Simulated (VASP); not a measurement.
# AlN (P6_3mc) in VASP: further runs

AlN is run at these levels: LDA; tasks: relaxation of the atoms.

All numbers are computed with VASP 6.6.1; they aren't measurements. Logs are shortened: lines on timing, memory, paths and dates and some standing lists are left out, and cuts for length are marked.

## Step 1: The cell of the first run

Symmetry: P6_3mc, No. 186, hexagonal system. The conventional cell has a = 3.119 Å, b = 3.119 Å, c = 4.944 Å, α = 90.00°, β = 90.00°, γ = 120.00°. Within 2.5 Å of Al (site symmetry 3m) lie 4 N at 1.89 Å. Within 2.5 Å of N (site symmetry 3m) lie 4 Al at 1.89 Å.

## Step 2: Relaxation of the atoms, LDA

The input, INCAR:

```
SYSTEM = AlN
PREC = Accurate ; ENCUT = 520
EDIFF = 1E-6 ; ISMEAR = 0
SIGMA = 0.05 ; LREAL = .FALSE.
LASPH = .TRUE. ; NELM = 80
ALGO = Normal ; ISIF = 2
LWAVE = .FALSE. ; LCHARG = .FALSE.
GGA = CA ; IBRION = 2
NSW = 50 ; EDIFFG = -0.01
```

The input, KPOINTS:

```
regular mesh
0
G
  9 9 6
  0 0 0
```

The input, POSCAR:

```
AlN
1.0
    3.1195000000      0.0000000000      0.0000000000
   -1.5597500000      2.7015662471      0.0000000000
    0.0000000000      0.0000000000      4.9435842660
Al N
2 2
Direct
    0.3333333333      0.6666666667      0.0015210172
    0.6666666667      0.3333333333      0.5015210172
    0.3333333333      0.6666666667      0.3834789828
    0.6666666667      0.3333333333      0.8834789828
```

Potentials or basis: VASP PAW LDA potentials, release 64 (Al, N).

The run is started by

```bash
$ cat potpaw_LDA.64/Al/POTCAR potpaw_LDA.64/N/POTCAR > POTCAR
$ mpirun -np 1 vasp_std > vasp.out
```

OUTCAR:

```text
SYSTEM = AlN
   PREC = Accurate
   ENCUT = 520
   EDIFF = 1E-6
   ISMEAR = 0
   LREAL = .FALSE.
   LASPH = .TRUE.
   NELM = 80
   ISIF = 2
   GGA = CA
   IBRION = 2
   NSW = 50
   EDIFFG = -0.01

 ion  position               nearest neighbor table
   1  0.333  0.667  0.002-   3 1.89   4 1.89   4 1.89   4 1.89   2 3.06   2 3.06   2 3.06   2 3.06
                             2 3.06   2 3.06
   2  0.667  0.333  0.502-   4 1.89   3 1.89   3 1.89   3 1.89   1 3.06   1 3.06   1 3.06   1 3.06
                             1 3.06   1 3.06
   3  0.333  0.667  0.383-   1 1.89   2 1.89   2 1.89   2 1.89
   4  0.667  0.333  0.883-   2 1.89   1 1.89   1 1.89   1 1.89

  LATTYP: Found a hexagonal cell.
 ALAT       =     3.1195000000
 C/A-ratio  =     1.5847361007

  Lattice vectors:

 A1 = (   3.1195000000,   0.0000000000,   0.0000000000)
 A2 = (  -1.5597500000,   2.7015662471,   0.0000000000)
 A3 = (   0.0000000000,   0.0000000000,   4.9435842660)

Analysis of symmetry for initial positions (statically):
=====================================================================
 Subroutine PRICEL returns:
 Original cell was already a primitive cell.

 Routine SETGRP: Setting up the symmetry group for a
 hexagonal supercell.

 Subroutine GETGRP returns: Found 12 space group operations
 (whereof  6 operations were pure point group operations)
 out of a pool of 24 trial point group operations.

The static configuration has the point symmetry C_3v.
 The point group associated with its full space group is C_6v.

Analysis of symmetry for dynamics (positions and initial velocities):
=====================================================================
 Subroutine PRICEL returns:
 Original cell was already a primitive cell.

 Routine SETGRP: Setting up the symmetry group for a
 hexagonal supercell.

 Subroutine GETGRP returns: Found 12 space group operations
 (whereof  6 operations were pure point group operations)
 out of a pool of 24 trial point group operations.

The dynamic configuration has the point symmetry C_3v.
 The point group associated with its full space group is C_6v.

 Subroutine INISYM returns: Found 12 space group operations
 (whereof  6 operations are pure point group operations),
 and found     1 'primitive' translations

----------------------------------------------------------------------------------------

                                     Primitive cell

  volume of cell :      41.6622

  direct lattice vectors                    reciprocal lattice vectors
     3.119500000  0.000000000  0.000000000     0.320564193  0.185077823  0.000000000
    -1.559750000  2.701566247  0.000000000     0.000000000  0.370155646  0.000000000
     0.000000000  0.000000000  4.943584266     0.000000000  0.000000000  0.202282382

  length of vectors
     3.119500000  3.119500000  4.943584266     0.370155646  0.370155646  0.202282382

  position of ions in fractional coordinates (direct lattice)
     0.333333333  0.666666667  0.001521017
     0.666666667  0.333333333  0.501521017
     0.333333333  0.666666667  0.383478983
     0.666666667  0.333333333  0.883478983

  ion indices of the primitive-cell ions
   primitive index   ion index
                 1           1
                 2           2
                 3           3
                 4           4

----------------------------------------------------------------------------------------

 KPOINTS: regular mesh

Automatic generation of k-mesh.
 Grid dimensions read from file:
 generate k-points for:    9    9    6

 Generating k-lattice:

  Cartesian coordinates                     Fractional coordinates (reciprocal lattice)
     0.035618244  0.020564203  0.000000000     0.111111111 -0.000000000  0.000000000
     0.000000000  0.041128405  0.000000000     0.000000000  0.111111111  0.000000000
     0.000000000  0.000000000  0.033713730     0.000000000  0.000000000  0.166666667

  Length of vectors
     0.041128405  0.041128405  0.033713730

  Shift w.r.t. Gamma in fractional coordinates (k-lattice)
     0.000000000  0.000000000  0.000000000

 Subroutine IBZKPT returns following result:
 ===========================================

 Found     48 irreducible k-points:

 Following reciprocal coordinates:
            Coordinates               Weight
  0.000000  0.000000  0.000000      1.000000
  0.111111 -0.000000  0.000000      6.000000
  0.222222 -0.000000  0.000000      6.000000
  0.333333 -0.000000  0.000000      6.000000
  0.444444 -0.000000  0.000000      6.000000
  0.111111  0.111111  0.000000      6.000000
[... 16 lines left out ...]
  0.333333  0.222222  0.166667     24.000000
  0.333333  0.333333  0.166667      4.000000
 [... further k-points ...]
   k-points           NKPTS =     48   k-points in BZ     NKDIM =     48   number of bands    NBANDS=     12
   number of dos      NEDOS =    301   number of ions     NIONS =      4
   total plane-waves  NPLWV =  23040
   dimension x,y,z NGX =    24 NGY =   24 NGZ =   40
   dimension x,y,z NGXF=    48 NGYF=   48 NGZF=   80
   ions per type =               2   2
   NGX,Y,Z   is equivalent  to a cutoff of  12.79, 12.79, 13.45 a.u.
   NGXF,Y,Z  is equivalent  to a cutoff of  25.58, 25.58, 26.90 a.u.
 SYSTEM =  AlN
   PREC   = accura    normal or accurate (medium, high low for compatibility)
   ISTART =      0    job   : 0-new  1-cont  2-samecut
   ICHARG =      2    charge: 1-file 2-atom 10-const
   ISPIN  =      1    spin polarized calculation?
   LNONCOLLINEAR =      F non collinear calculations
   LSORBIT =      F    spin-orbit coupling
   LASPH  =      T    aspherical Exc in radial PAW
   ENCUT  =  520.0 eV  38.22 Ry    6.18 a.u.   5.80  5.80  9.19*2*pi/ulx,y,z
   NELM   =     80;   NELMIN=  2; NELMDL= -5     # of ELM steps
   EDIFF  = 0.1E-05   stopping-criterion for ELM
   LREAL  =      F    real-space projection
   EDIFFG = -.1E-01   stopping-criterion for IOM
   NSW    =     50    number of steps for IOM
   IBRION =      2    ionic relax: 0-MD 1-quasi-New 2-CG
   NFREE  =      1    steps in history (QN), initial steepest desc. (CG)
   ISIF   =      2    stress and relaxation
   ISYM   =      2    0-nonsym 1-usesym 2-fastsym
   POTIM  = 0.5000    time-step for ionic-motion
   TEBEG  =    0.0;   TEEND  =   0.0 temperature during run
   PSTRESS=    0.0 pullay stress
   NELECT =      16.0000    total number of electrons
   NUPDOWN=      -1.0000    fix difference up-down
   EMIN   =  10.00;   EMAX   =-10.00  energy-range for DOS
   EFERMI =   0.00;   METHOD = LEGACY
   ISMEAR =     0;   SIGMA  =   0.05  broadening in eV -4-tet -1-fermi 0-gaus
   EFERMI_NEDOS =   21; number of points for ismear=-14 and -15
   IALGO  =     38    algorithm
   IMIX   =      4    mixing-type and parameters
     AMIX     =   0.40;   BMIX     =  1.00
     AMIX_MAG =   1.60;   BMIX_MAG =  1.00
  volume/ion in A,a.u.               =      10.42        70.29
  Fermi-wavevector in a.u.,A,eV,Ry     =   1.189964  2.248707 19.266058  1.416015
  Thomas-Fermi vector in A             =   2.326060
   LORBIT       =      0    0 simple, 1 ext, 2 COOP (PROOUT), +10 PAW based schemes
   GGA     = CA    functional components
   LHFCALC =     F    Hartree Fock is set to
   AEXX    =    0.0000 exact exchange contribution
   IVDW    =     0    specifies the selected vdW correction
   LEPSILON=     F    determine dielectric tensor
   LRPA    =     F    only Hartree local field effects (RPA)
 conjugate gradient relaxation of ions
 non-spin polarized calculation
 Gauss-broadening in eV      SIGMA  =   0.05
  energy-cutoff  :      520.00
  volume of cell :       41.66
 maximum number of plane-waves:      1134
 NGX is ok and might be reduce to    24
   NGX = 11   NGY = 11   NGZ = 19

--------------------------------------- Ionic step        1  -------------------------------------------

 number of electron      16.0000001 magnetization

 Free energy of the ion-electron system (eV)
  ---------------------------------------------------
  ext. energy  EPLUGINS =         0.00000000
  ---------------------------------------------------
  free energy    TOTEN  =       -32.83025606 eV

  energy without entropy =      -32.83025606  energy(sigma->0) =      -32.83025606

------------------------ aborting loop because EDIFF is reached ----------------------------------------

  FORCE on cell =-STRESS in cart. coord.  units (eV):
  Direction    XX          YY          ZZ          XY          YZ          ZX
  --------------------------------------------------------------------------------------
  -------------------------------------------------------------------------------------
  Total       -1.2945450     -1.2945450     -0.1949246      0.0000000      0.0000000     -0.0000000
  in kB      -49.7834733    -49.7834733     -7.4960889      0.0000000      0.0000000     -0.0000000
  external PRESSURE =     -35.6876785 kB  Pullay stress =       0.0000000 kB
[... 61 lines left out ...]
  energy  without entropy=      -32.8311761054  energy(sigma->0) =      -32.83117611

--------------------------------------- Ionic step        3  -------------------------------------------

 number of electron      16.0000002 magnetization

 Free energy of the ion-electron system (eV)
  ---------------------------------------------------
  ext. energy  EPLUGINS =         0.00000000
  ---------------------------------------------------
  free energy    TOTEN  =       -32.83123069 eV

  energy without entropy =      -32.83123069  energy(sigma->0) =      -32.83123069

 E-fermi :   6.2166     XC(G=0): -11.2561

 val. band max:        5.9809870048   @ k =   0.0000   0.0000   0.0000
 cond. band min:      10.1753749890   @ k =   0.0000   0.0000   0.0000
 fundamental gap:      4.1943879843
 Fermi energy:         6.2166007544

 k-point     1 :       0.0000    0.0000    0.0000
  band No.  band energies     occupation
      1      -9.1309      2.00000
      2      -6.8577      2.00000
      3      -0.1053      2.00000
      4       4.9905      2.00000
      5       4.9905      2.00000
      6       5.6760      2.00000
      7       5.6760      2.00000
      8       5.9810      2.00000
      9      10.1754      0.00000
     10      12.3880      0.00000
     11      16.4845      0.00000
     12      16.7803      0.00000
[... 331 lines left out ...]
 k-point    24 :       0.3333    0.3333    0.1667
  band No.  band energies     occupation
      1      -6.5342      2.00000
      2      -6.5342      2.00000
      3       1.1299      2.00000
      4       1.6887      2.00000
      5       1.6887      2.00000
      6       3.2123      2.00000
      7       4.0415      2.00000
      8       4.0415      2.00000
      9      11.2893      0.00000
     10      14.0763      0.00000
     11      14.9394      0.00000
     12      14.9394      0.00000

 [... further k-points ...]
[... 5 lines left out ...]
  --------------------------------------------------------------------------------------
  -------------------------------------------------------------------------------------
  Total       -1.1936390     -1.1936390     -0.4140210      0.0000000      0.0000000      0.0000000
  in kB      -45.9029952    -45.9029952    -15.9217349      0.0000000      0.0000000      0.0000000
  external PRESSURE =     -35.9092417 kB  Pullay stress =       0.0000000 kB
[... 19 lines left out ...]
  FREE ENERGIE OF THE ION-ELECTRON SYSTEM (eV)
  ---------------------------------------------------
  free  energy   TOTEN  =       -32.8312306876 eV

  energy  without entropy=      -32.8312306876  energy(sigma->0) =      -32.83123069

 reached required accuracy - stopping structural energy minimisation
```

Run time: 25 s. Hardware: 1 thread of Intel Xeon Platinum 8259CL at 2.50GHz (Skylake/Cascade Lake), shared host; peak memory 0.15 GiB.

What came out:

| Quantity | Value |
| --- | --- |
| Free energy | -32.8312 eV |
| Energy gained by relaxing | 0.2 meV/atom |
| Ionic steps | 3 |
| Pressure after relaxing | -3.6 GPa |
| Band gap on the k mesh | 4.19 eV, direct |

The path:
| step | energy change (eV) | largest force (eV/Å) | pressure (GPa) |
| --- | --- | --- | --- |
| 1 | 0.0000 | 0.1120 | -3.57 |
| 2 | -0.0009 | 0.0266 | -3.60 |
| 3 | -0.0010 | 0.0005 | -3.59 |

Final structure:
```cif
data_structure
_symmetry_space_group_name_H-M 'P 1'
_symmetry_Int_Tables_number 1
_cell_length_a 3.1195
_cell_length_b 3.1195
_cell_length_c 4.9436
_cell_angle_alpha 90.000
_cell_angle_beta 90.000
_cell_angle_gamma 120.000
_cell_volume 41.66
loop_
_atom_site_label
_atom_site_type_symbol
_atom_site_fract_x
_atom_site_fract_y
_atom_site_fract_z
_atom_site_occupancy
Al1 Al 0.33333 0.66667 0.00064 1
Al2 Al 0.66667 0.33333 0.50064 1
N1 N 0.33333 0.66667 0.38436 1
N2 N 0.66667 0.33333 0.88436 1
```

A k mesh can miss the band edges.

## Step 3: Relaxation of the atoms, LDA

This run uses another cell than the first one, of 10.62 Å³/atom, 1.020 times its volume.

The input, INCAR:

```
PREC = Accurate
ENCUT = 520
EDIFF = 1E-7
ISMEAR = 0
SIGMA = 0.05
LREAL = False
LASPH = True
NELM = 100
ALGO = Normal
ISIF = 2
LWAVE = False
LCHARG = False
GGA = CA
IBRION = 2
NSW = 50
EDIFFG = -0.01
```

The input, KPOINTS:

```
regular mesh
0
Gamma
  9 9 6
```

The input, POSCAR:

```
AlN
1.0
    3.0886152983      0.0000000000      0.0000000000
   -1.5443076491      2.6748193108      0.0000000000
    0.0000000000      0.0000000000      5.1413000000
Al N
2 2
Direct
    0.3333333333      0.6666666667      0.0015210172
    0.6666666667      0.3333333333      0.5015210172
    0.3333333333      0.6666666667      0.3834789828
    0.6666666667      0.3333333333      0.8834789828
```

Potentials or basis: VASP PAW LDA potentials, release 64 (Al, N).

The run is started by

```bash
$ cat potpaw_LDA.64/Al/POTCAR potpaw_LDA.64/N/POTCAR > POTCAR
$ mpirun -np 1 vasp_std > vasp.out
```

It took 30 s on 1 thread of Intel Xeon Platinum 8259CL at 2.50GHz (Skylake/Cascade Lake), shared host; peak memory 0.15 GiB.

The run converged. Its results:

* Free energy: -32.7722 eV
* Energy gained by relaxing: 3.0 meV/atom
* Ionic steps: 3
* Pressure after relaxing: -6.8 GPa
* Band gap on the k mesh: 4.12 eV, direct

Stress tensor (GPa, compression positive):
```
 -3.05   0.00   0.00
  0.00  -3.05   0.00
  0.00   0.00 -14.21
```

The path:
```csv
step,energy change (eV),largest force (eV/Å),pressure (GPa)
1,0.0000,0.3507,-6.44
2,-0.0118,0.0128,-6.78
3,-0.0118,0.0006,-6.77
```

Final structure:
```xyz
4
Lattice="3.0886 0.0000 0.0000 -1.5443 2.6748 0.0000 0.0000 0.0000 5.1413" Properties=species:S:1:pos:R:3 pbc="T T T"
Al    0.0000    1.7832    0.0242
Al    1.5443    0.8916    2.5948
N     0.0000    1.7832    1.9552
N     1.5443    0.8916    4.5259
```

Levels at points of the mesh, in eV from the valence-band top:
```
           k point  band 5  band 6  band 7  band 8  band 9  band 10  band 11  band 12
(0.00, 0.00, 0.00)   -0.55   -0.12    0.00    0.00    4.12     6.88    10.18    11.32
(0.00, 0.00, 0.50)   -0.28   -0.28   -0.28   -0.28    6.49     6.49     9.95     9.95
```
